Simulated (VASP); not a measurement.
Input of a VASP 6.6.1 run:

The input POSCAR:

```
Sb
1.0
    6.4437000000      3.6356620000     -0.1020320000
   -1.9812600000      5.8733620000     -3.5215940000
   -2.2232320000      1.2398120000      3.7685990000
Sb
8
Direct
    0.1128120000      0.3110850000      0.0088800000
    0.1094400000      0.8272220000      0.5581990000
    0.6140500000      0.0601350000      0.7490010000
    0.6216970000      0.5657090000      0.3023090000
    0.3798590000      0.4213260000      0.7504710000
    0.4104440000      0.8828630000      0.1921740000
    0.8742020000      0.1750430000      0.4914900000
    0.8872010000      0.6481810000      0.9860550000
```

INCAR.step1

```
SYSTEM = Sb
ALGO     = Normal         ! electronic algorithm
EDIFF    = 1E-4           ! SCF threshold, eV
ENCUT    = 520            ! plane-wave cutoff, eV
GGA      = PE             ! functional
ISMEAR   = -1             ! smearing method
LASPH    = .True.         ! aspherical terms in the spheres
LCHARG   = .False.        ! write CHGCAR
LREAL    = .False.        ! projectors in reciprocal space
LWAVE    = .True.         ! write WAVECAR
NBANDS   = 30             ! bands
NELM     = 60             ! most SCF steps
PREC     = Accurate       ! precision mode
SIGMA    = 0.1            ! smearing width, eV
```

INCAR.step2

```
SYSTEM = Sb
ALGO     = Normal         ! electronic algorithm
EDIFF    = 1E-7           ! SCF threshold, eV
ENCUT    = 520            ! plane-wave cutoff, eV
ISIF     = 2              ! what is computed and relaxed
ISMEAR   = -1             ! smearing method
ISTART   = 1            
LASPH    = .True.         ! aspherical terms in the spheres
LCHARG   = .False.        ! write CHGCAR
LMIXTAU  = .True.       
LREAL    = .False.        ! projectors in reciprocal space
LWAVE    = .False.        ! write WAVECAR
METAGGA  = R2SCAN         ! meta-GGA
NBANDS   = 30             ! bands
NELM     = 60             ! most SCF steps
PREC     = Accurate       ! precision mode
SIGMA    = 0.1            ! smearing width, eV
```

File KPOINTS:

```
Automatic mesh
0
Gamma
  3 3 4
  0.5 0.5 0
```

Potentials or basis: VASP PAW PBE potentials, release 64 (Sb).

Run with:

```console
$ cat potpaw_PBE.64/Sb/POTCAR > POTCAR
$ cp INCAR.step1 INCAR
$ mpirun -np 1 vasp_std > vasp.out
$ cp INCAR.step2 INCAR
$ mpirun -np 1 vasp_std > vasp.out
```

Q: What does it give for the largest force?

A: 4.217 eV/Å.

Q: What does it give for the band gap on the k mesh?

A: Zero (bands 20 and 21 overlap by 0.46 eV).

Q: Predict the pressure.

A: 9.7 GPa.

Stress tensor (GPa, compression positive):
```
11.60 -3.55  6.17
-3.55  8.27 -2.97
 6.17 -2.97  9.23
```

Caveat: the k points lie up to 0.36 Å⁻¹ apart; the PAW data sets were made with another functional, which shifts forces and pressure a little; spin-orbit coupling is left out, which moves the levels of the heavy elements.
